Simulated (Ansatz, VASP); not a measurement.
# One calculation of Ta, two programs

File INCAR:

```
SYSTEM = Ta
PREC     = Accurate       ! precision mode
ENCUT    = 520            ! plane-wave cutoff, eV
EDIFF    = 1E-7           ! SCF threshold, eV
ISMEAR   = 0              ! smearing method
SIGMA    = 0.15           ! smearing width, eV
LREAL    = .FALSE.        ! projectors in reciprocal space
LASPH    = .TRUE.         ! aspherical terms in the spheres
NELM     = 80             ! most SCF steps
ALGO     = Fast           ! electronic algorithm
ISIF     = 2              ! what is computed and relaxed
LWAVE    = .FALSE.        ! write WAVECAR
LCHARG   = .FALSE.        ! write CHGCAR
GGA      = PS             ! functional
NBANDS   = 12             ! bands
```

KPOINTS

```
regular mesh
0
G
  20 20 20
  0 0 0
```

Contents of POSCAR:

```
Ta
1.0
   -1.7604573939      1.6402286350      1.7222400668
    1.7604573939     -1.6402286350      1.7222400668
    1.7604573939      1.6402286350     -1.7222400668
Ta
1
Direct
    0.0000000000      0.0000000000      0.0000000000
```

Input for Ansatz:

```yaml
crystal:
  lattice:
    - [-1.7604573939, 1.640228635, 1.7222400668]
    - [1.7604573939, -1.640228635, 1.7222400668]
    - [1.7604573939, 1.640228635, -1.7222400668]
  atoms:
    - { symbol: Ta, position: [0.0, 0.0, 0.0] }
basis:
  ecutwfc: 420
kpoints:
  mp_grid: { grid: [20, 20, 20] }
hamiltonian:
  xc: pbesol
  pseudopotentials: { kind: paw, azcp: { folder: soft_1 } }
scf:
  occupations: { method: gaussian, width: 0.15 }
output:
  forces: true
  stress: true
  eigenvalues: true
  write_density: true
  write_potential: true
  elf: true
  volumetric_format: npy
```

Change from the starting cell: normal strain along x +0.0733, normal strain along z +0.0500.

Alike in both runs: task single point; functional PBEsol; k mesh 20 × 20 × 20; occupations gaussian, width 0.15 eV; no spin polarisation.

|  | VASP | Ansatz |
| --- | --- | --- |
| version | VASP 6.6.1 | Ansatz 0.2.0 |
| potentials or method | VASP PAW PBE potentials, release 64 (Ta_pv), cutoff 520 eV | scalar-relativistic, plane waves, PAW |
| valence electrons in the cell | 11 | 13 |

|  | VASP | Ansatz | Ansatz less VASP |
| --- | --- | --- | --- |
| gap on the k mesh at the Fermi level (eV) | none | none | - |
| pressure (GPa) | -19.3 | -19.3 | 0.00 |
| traceless stress, the component that is largest in VASP (GPa) | 2.67 | 2.67 | -0.001 |

VASP's potentials were made for PBE, not for PBEsol, and Ansatz warns of the same on its side. A gap of «none» marks a metal or a gap that the smearing closes. VASP's potentials hold 11 valence electrons a cell and Ansatz's 13, so a difference there can come from the potentials and not from the codes.

Neither program's run includes spin-orbit coupling.
